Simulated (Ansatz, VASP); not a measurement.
# One calculation of Ta3Br, two programs

```
Ta Br
1.0
     4.75138    0.00000    0.00000
     0.00000    4.75138    0.00000
     0.00000    0.00000    3.29247
Ta Br
3 1
Cartesian
  0.0000 2.3757 1.6462
  2.3757 0.0000 1.6462
  2.3757 2.3757 0.0000
  0.0000 0.0000 0.0000
```

Alike in both runs: functional PBE; k mesh 12 × 12 × 12; occupations gaussian, width 0.1 eV; no spin polarisation.

Ansatz relaxed the structure, and its values are those at the end. VASP's run is a single point on that final structure, the one shown.

```csv
,VASP,Ansatz
version,VASP 6.6.1,Ansatz 0.2.0
potentials or method,"VASP PAW PBE potentials, release 64 (Ta_pv, Br), cutoff 500 eV","scalar-relativistic, plane waves, PAW"
valence electrons in the cell,40,46
```

|  | VASP | Ansatz | Ansatz less VASP |
| --- | --- | --- | --- |
| gap on the k mesh at the Fermi level (eV) | none | none | - |
| pressure (GPa) | 0.1 | 0.0 | -0.06 |

A gap of «none» marks a metal or a gap that the smearing closes. The functional is the same, so the differences come from potentials, cutoffs and numerics. VASP's potentials hold 40 valence electrons a cell and Ansatz's 46, so a difference there can come from the potentials and not from the codes.

Spin-orbit coupling is off throughout.
